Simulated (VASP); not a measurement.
Set up this calculation in VASP 6.6.1, as the native input.

- Task: single point
- Functional: PBE
- Potentials or basis: VASP PAW PBE potentials, release 64 (P)
- Cutoff: 520 eV
- k mesh: 8 × 4 × 2
- Occupations: gaussian, width 0.2 eV
- Spin: no spin polarisation
- Dipole correction: no
- Further INCAR settings: ALGO = Normal; EDIFF = 1e-06; NBANDS = 30

The structure of P lies in POSCAR:

```
P
1.0
    0.0000000000      0.0000000000      2.4032024735
    5.7500823928      0.0000000000      0.0000000000
    0.0000000000     11.5001647855      0.0000000000
P
8
Direct
    0.0000000000      0.7006186552      0.5000000000
    0.0000000000      0.7006186552      0.0000000000
    0.0000000000      0.2993813448      0.5000000000
    0.0000000000      0.2993813448      0.0000000000
    0.0000000000      0.0000000000      0.3503093276
    0.0000000000      0.0000000000      0.8503093276
    0.0000000000      0.0000000000      0.1496906724
    0.0000000000      0.0000000000      0.6496906724
```

One way to write it, as run:

INCAR

```
SYSTEM = P
  PREC = Accurate
  ENCUT = 520
  EDIFF = 1E-6
  ISMEAR = 0
  SIGMA = 0.2
  LREAL = .FALSE.
  LASPH = .TRUE.
  NELM = 100
  ALGO = Normal
  ISIF = 2
  LWAVE = .FALSE.
  LCHARG = .FALSE.
  GGA = PE
  NBANDS = 30
```

KPOINTS

```
regular mesh
0
G
  8 4 2
  0 0 0
```

Potentials or basis: VASP PAW PBE potentials, release 64 (P).

Launch:

```bash
$ cat potpaw_PBE.64/P/POTCAR > POTCAR
$ mpirun -np 1 vasp_std > vasp.out
```

Results of the run:

```
Pressure               : -0.6 GPa
Largest force          : 0.060 eV/Å
Band gap on the k mesh : zero (band 20 reaches 7.93 eV, above the bottom of band 21 at 3.68 eV)
```

Run time: 70 s on 1 thread of AMD EPYC 9R45 96-Core Processor (Zen 5), with other jobs on the host, peak memory 0.26 GiB.
